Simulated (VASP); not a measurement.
# PF2 (Fd-3m) in VASP: notebook, part 2 of 2

VASP 6.6.1.

### 3 Single point, PBE+D3(BJ), collinear spin

This run uses another cell than the first one, of 10.84 Å³/atom.

INCAR

```
SYSTEM = PF2
ALGO = Normal
EDIFF = 1E-6
ENCUT = 520
GGA = PE
ISIF = 2
ISMEAR = 0
ISPIN = 2
IVDW = 12
LASPH = .True.
LCHARG = .True.
LELF = .True.
LORBIT = 11
LREAL = .False.
LVHAR = .True.
LWAVE = .False.
MAGMOM = 0 0 1 1 1 1
NBANDS = 32
NELM = 150
PREC = Accurate
SIGMA = 0.1
```

KPOINTS

```
k-points
0
Gamma
  4 4 4
  0 0 0
```

POSCAR

```
PF2
1.0
    0.0000000000      3.1923512291      3.1923512291
    3.1923512291      0.0000000000      3.1923512291
    3.1923512291      3.1923512291      0.0000000000
P F
2 4
Direct
    0.0000000000      0.0000000000      0.0000000000
    0.2500000000      0.2500000000      0.2500000000
    0.6250000000      0.6250000000      0.6250000000
    0.1250000000      0.6250000000      0.6250000000
    0.6250000000      0.6250000000      0.1250000000
    0.6250000000      0.1250000000      0.6250000000
```

Potentials or basis: VASP PAW PBE potentials, release 64 (P, F).

Started as:

```console
$ cat potpaw_PBE.64/P/POTCAR potpaw_PBE.64/F/POTCAR > POTCAR
$ mpirun -np 1 vasp_std > vasp.out
```

OUTCAR:

```text
SYSTEM = PF2
   EDIFF = 1E-6
   ENCUT = 520
   GGA = PE
   ISIF = 2
   ISMEAR = 0
   ISPIN = 2
   IVDW = 12
   LASPH = .True.
   LORBIT = 11
   LREAL = .False.
   NELM = 150
   PREC = Accurate
 IVDW          = 12

 ion  position               nearest neighbor table
   1  0.000  0.000  0.000-   2 2.76   2 2.76   2 2.76   2 2.76
   2  0.250  0.250  0.250-   1 2.76   1 2.76   1 2.76   1 2.76
   3  0.625  0.625  0.625-
   4  0.125  0.625  0.625-
   5  0.625  0.625  0.125-
   6  0.625  0.125  0.625-

  LATTYP: Found a face centered cubic cell.
 ALAT       =     6.3847024582

  Lattice vectors:

 A1 = (   0.0000000000,   3.1923512291,   3.1923512291)
 A2 = (   3.1923512291,   0.0000000000,   3.1923512291)
 A3 = (   3.1923512291,   3.1923512291,   0.0000000000)

Analysis of symmetry for initial positions (statically):
=====================================================================
 Subroutine PRICEL returns:
 Original cell was already a primitive cell.

 Routine SETGRP: Setting up the symmetry group for a
 face centered cubic supercell.

 Subroutine GETGRP returns: Found 48 space group operations
 (whereof 24 operations were pure point group operations)
 out of a pool of 48 trial point group operations.

The static configuration has the point symmetry T_d .
 The point group associated with its full space group is O_h .

Analysis of symmetry for dynamics (positions and initial velocities):
=====================================================================
 Subroutine PRICEL returns:
 Original cell was already a primitive cell.

 Routine SETGRP: Setting up the symmetry group for a
 face centered cubic supercell.

 Subroutine GETGRP returns: Found 48 space group operations
 (whereof 24 operations were pure point group operations)
 out of a pool of 48 trial point group operations.

The dynamic configuration has the point symmetry T_d .
 The point group associated with its full space group is O_h .

Analysis of structural, dynamic, and magnetic symmetry:
[... 163 lines left out ...]
 k-point     1 :       0.0000    0.0000    0.0000
  band No.  band energies     occupation
      1     -18.8001      1.00000
      2     -16.6743      1.00000
      3     -16.6743      1.00000
      4     -16.6743      1.00000
      5      -6.9791      1.00000
      6      -2.8528      1.00000
[... 261 lines left out ...]
     30      17.6026      0.00000
     31      17.8691      0.00000
 Fermi energy:         3.8565866103

 spin component 2

 k-point     1 :       0.0000    0.0000    0.0000
  band No.  band energies     occupation
      1     -19.1770      1.00000
      2     -17.0997      1.00000
      3     -17.0997      1.00000
      4     -17.0997      1.00000
      5      -6.9833      1.00000
      6      -3.0149      1.00000
[... 261 lines left out ...]
     30      17.6140      0.00000
     31      17.8941      0.00000
 [bands above 31 left out]

------------------------ aborting loop because EDIFF is reached ----------------------------------------

 Edisp (eV)   -0.94794

 E8    (eV) :    -0.3005

  FORCE on cell =-STRESS in cart. coord.  units (eV):
  Direction    XX          YY          ZZ          XY          YZ          ZX
  --------------------------------------------------------------------------------------
  -------------------------------------------------------------------------------------
  Total      -0.15508    -0.15508    -0.15508     0.00000     0.00000     0.00000
  in kB      -3.81870    -3.81870    -3.81870     0.00000     0.00000     0.00000
  external pressure =       -3.82 kB  Pullay stress =        0.00 kB

 VOLUME and BASIS-vectors are now :
 -----------------------------------------------------------------------------
  energy-cutoff  :      520.00
  volume of cell :       65.07
      direct lattice vectors                 reciprocal lattice vectors
     0.000000000  3.192351229  3.192351229    -0.156624370  0.156624370  0.156624370
     3.192351229  0.000000000  3.192351229     0.156624370 -0.156624370  0.156624370
     3.192351229  3.192351229  0.000000000     0.156624370  0.156624370 -0.156624370

 POSITION                                       TOTAL-FORCE (eV/Angst)
 -----------------------------------------------------------------------------------
      0.00000      0.00000      0.00000        -0.000000     -0.000000     -0.000000
      1.59618      1.59618      1.59618         0.000000      0.000000      0.000000
      3.99044      3.99044      3.99044        -0.000000      0.000000      0.000000
      3.99044      2.39426      2.39426        -0.000000      0.000000      0.000000
      2.39426      2.39426      3.99044        -0.000000      0.000000      0.000000
      2.39426      3.99044      2.39426        -0.000000      0.000000      0.000000
 -----------------------------------------------------------------------------------
    total drift:                                0.000000      0.000000      0.000000

  FREE ENERGIE OF THE ION-ELECTRON SYSTEM (eV)
  ---------------------------------------------------
  free  energy   TOTEN  =       -17.9909351054 eV

  energy  without entropy=      -17.9590410080  energy(sigma->0) =      -17.97498806

 total charge

# of ion       s       p       d       tot
------------------------------------------
    1        1.221   0.898   0.000   2.118
    2        1.221   0.898   0.000   2.118
    3        1.766   4.193   0.000   5.959
    4        1.766   4.193   0.000   5.959
    5        1.766   4.193   0.000   5.959
    6        1.766   4.193   0.000   5.959
--------------------------------------------------
tot          9.504  18.569   0.000  28.073

 magnetization (x)

# of ion       s       p       d       tot
------------------------------------------
    1        0.000   0.009   0.000   0.009
    2        0.000   0.009   0.000   0.009
    3       -0.001  -0.220   0.000  -0.220
    4       -0.001  -0.220   0.000  -0.220
    5       -0.001  -0.220   0.000  -0.220
    6       -0.001  -0.220   0.000  -0.220
--------------------------------------------------
tot         -0.003  -0.861   0.000  -0.864
```

stdout:

```text
POSCAR found type information on POSCAR P F
 POSCAR found :  2 types and       6 ions
 scaLAPACK will be used
 LDA part: xc-table for (Slater+PW92), standard interpolation
 POSCAR, INCAR and KPOINTS ok, starting setup
 FFT: planning ... GRIDC
 FFT: planning ... GRID_SOFT
 FFT: planning ... GRID
 WAVECAR not read
 entering main loop
```

Wall time 35 s (1 thread of Intel Xeon 6975P-C (Granite Rapids), shared host); peak memory 0.23 GiB.

What came out:

```
Free energy                                           : -17.9909 eV
Pressure                                              : -0.4 GPa
Net moment                                            : -0.89 μB per cell
Site moments                                          : P +0.01; F -0.22 μB
Valence electrons inside the program's atomic spheres : P 2.12; F 5.96
Dispersion energy per atom                            : -0.158 eV
```

Caveat: the k points lie up to 0.43 Å⁻¹ apart; a moment this small can come from the mesh or the smearing.

### 4 Single point, PBE+D3(BJ), collinear spin

INCAR

```
PREC     = Accurate       # precision mode
ENCUT    = 520            # plane-wave cutoff, eV
EDIFF    = 1E-6           # SCF threshold, eV
ISMEAR   = 0              # smearing method
SIGMA    = 0.1            # smearing width, eV
LREAL    = False          # projectors in reciprocal space
LASPH    = True           # aspherical terms in the spheres
NELM     = 150            # most SCF steps
ALGO     = Normal         # electronic algorithm
ISIF     = 2              # what is computed and relaxed
LWAVE    = False          # write WAVECAR
LCHARG   = False          # write CHGCAR
ISPIN    = 2              # spin polarisation
MAGMOM   = 0 0 1 1 1 1    # initial moments
LORBIT   = 11             # projections on sites
GGA      = PE             # functional
IVDW     = 12             # dispersion correction
NBANDS   = 32             # bands
```

KPOINTS

```
regular mesh
0
Gamma
  4 4 4
```

POSCAR: that of step 3 with these lines changed.

```diff
@@ -2,5 +2,5 @@
 1.0
-    0.0000000000      3.1923512291      3.1923512291
-    3.1923512291      0.0000000000      3.1923512291
-    3.1923512291      3.1923512291      0.0000000000
+    0.0000000000      3.5393109500      3.5393109500
+    3.5393109500      0.0000000000      3.5393109500
+    3.5393109500      3.5393109500      0.0000000000
 P F
```

Started as:

```console
$ cat potpaw_PBE.64/P/POTCAR potpaw_PBE.64/F/POTCAR > POTCAR
$ mpirun -np 1 vasp_std > vasp.out
```

It took 46 s on 1 thread of Intel Xeon 6975P-C (Granite Rapids), shared host; peak memory 0.28 GiB.

It converged, with:

| Quantity | Value |
| --- | --- |
| Free energy | -16.6876 eV |
| Pressure | -14.9 GPa |
| Net moment | -2.40 μB per cell |
| Site moments | P -0.14; F -0.43 μB |
| Valence electrons inside the program's atomic spheres | P 2.10; F 5.89 |
| Dispersion energy per atom | -0.141 eV |

Levels at points of the mesh, in eV from the Fermi level:
Spin up:
```
           k point  band 14  band 15  band 16  band 17  band 18  band 19  band 20  band 21  band 22  band 23
(0.00, 0.00, 0.00)    -0.90    -0.90    -0.60    -0.60    -0.60     0.19     0.19     0.19     2.62     2.62
(0.50, 0.00, 0.00)    -1.51    -1.17    -0.60    -0.52     0.07     0.07     0.37     0.37     2.43     2.48
(0.50, 0.50, 0.00)    -1.50    -1.32    -1.32     0.06     0.06     0.34     0.34     1.10     1.10     2.55
```
Spin down:
| k point | band 16 | band 17 | band 18 | band 19 | band 20 | band 21 | band 22 | band 23 | band 24 | band 25 |
| --- | --- | --- | --- | --- | --- | --- | --- | --- | --- | --- |
| (0.00, 0.00, 0.00) | -1.22 | -1.22 | -1.22 | -1.03 | -1.03 | -1.03 | 2.24 | 2.24 | 2.24 | 10.46 |
| (0.50, 0.00, 0.00) | -1.22 | -1.04 | -1.04 | -0.88 | -0.16 | -0.16 | 2.12 | 2.16 | 2.16 | 10.14 |
| (0.50, 0.50, 0.00) | -2.06 | -1.05 | -1.05 | -0.17 | -0.17 | 0.73 | 0.73 | 2.28 | 2.28 | 9.87 |

Caveat: the k points lie up to 0.38 Å⁻¹ apart.

### 5 Single point, PBE+D3(BJ), collinear spin

This run uses another cell than the first one, of 10.84 Å³/atom.

INCAR

```
SYSTEM = PF2
  ALGO = Normal
  EDIFF = 1E-6
  ENCUT = 520
  GGA = PE
  ISIF = 2
  ISMEAR = 0
  ISPIN = 2
  IVDW = 12
  LASPH = .True.
  LCHARG = .False.
  LORBIT = 11
  LREAL = .False.
  LWAVE = .False.
  MAGMOM = 0 0 0.26 0.26 0.26 0.26
  NBANDS = 32
  NELM = 150
  PREC = Accurate
  SIGMA = 0.1
```

KPOINTS

```
k-points
0
Gamma
  6 6 6
  0 0 0
```

POSCAR

```
PF2
1.0
    0.0000000000      3.1923512291      3.1923512291
    3.1923512291      0.0000000000      3.1923512291
    3.1923512291      3.1923512291      0.0000000000
P F
2 4
Direct
    0.5000000000      0.5000000000      0.5000000000
    0.7500000000      0.7500000000      0.7500000000
    0.1250000000      0.1250000000      0.1250000000
    0.6250000000      0.1250000000      0.1250000000
    0.1250000000      0.1250000000      0.6250000000
    0.1250000000      0.6250000000      0.1250000000
```

Started as:

```console
$ cat potpaw_PBE.64/P/POTCAR potpaw_PBE.64/F/POTCAR > POTCAR
$ mpirun -np 1 vasp_std > vasp.out
```

It took 2 min on 1 thread of Intel Xeon 6975P-C (Granite Rapids), shared host; peak memory 0.27 GiB.

It converged, with:

| Quantity | Value |
| --- | --- |
| Free energy | -17.9861 eV |
| Pressure | -0.4 GPa |
| Net moment | -0.99 μB per cell |
| Site moments | P +0.01; F -0.24 μB |
| Valence electrons inside the program's atomic spheres | P 2.12; F 5.96 |
| Dispersion energy per atom | -0.158 eV |

Levels at points of the mesh, in eV from the Fermi level:
Spin up:
```csv
k point,band 16,band 17,band 18,band 19,band 20,band 21
"(0.00, 0.00, 0.00)",-0.92,-0.92,-0.92,0.20,0.20,0.20
"(0.50, 0.00, 0.00)",-0.91,-0.68,-0.02,-0.02,0.40,0.40
"(0.50, 0.50, 0.00)",-2.14,0.01,0.01,0.30,0.30,1.51
```
Spin down:
```csv
k point,band 16,band 17,band 18,band 19,band 20,band 21,band 22,band 23
"(0.00, 0.00, 0.00)",-1.22,-1.22,-1.22,-0.59,-0.59,-0.59,3.68,3.68
"(0.50, 0.00, 0.00)",-1.20,-0.69,-0.66,-0.66,0.16,0.16,3.41,3.41
"(0.50, 0.50, 0.00)",-2.53,-0.70,-0.70,0.15,0.15,1.46,1.46,3.44
```

### 6 Overview

```csv
spin,cell,k mesh,gap on the mesh (eV),pressure (GPa),moment (μB)
off,"a = 5.005 Å, angles 60.0°, 6 atoms",4 × 4 × 4,none,-15.7,-
collinear,"a = 4.515 Å, angles 60.0°, 6 atoms",4 × 4 × 4,none,-0.4,0.89
collinear,"a = 5.005 Å, angles 60.0°, 6 atoms",4 × 4 × 4,none,-14.9,2.40
collinear,"a = 4.515 Å, angles 60.0°, 6 atoms",6 × 6 × 6,none,-0.4,0.99
```

Alike in all rows: task single point; level PBE+D3(BJ); potentials or basis VASP PAW PBE potentials, release 64 (P, F); cutoff (eV) 520; smearing gaussian 0.1 eV.

Caveats: some runs use coarse meshes; a moment this small can come from the mesh or the smearing (at least some runs).

Absolute energies hang on the potentials; compare differences alone.
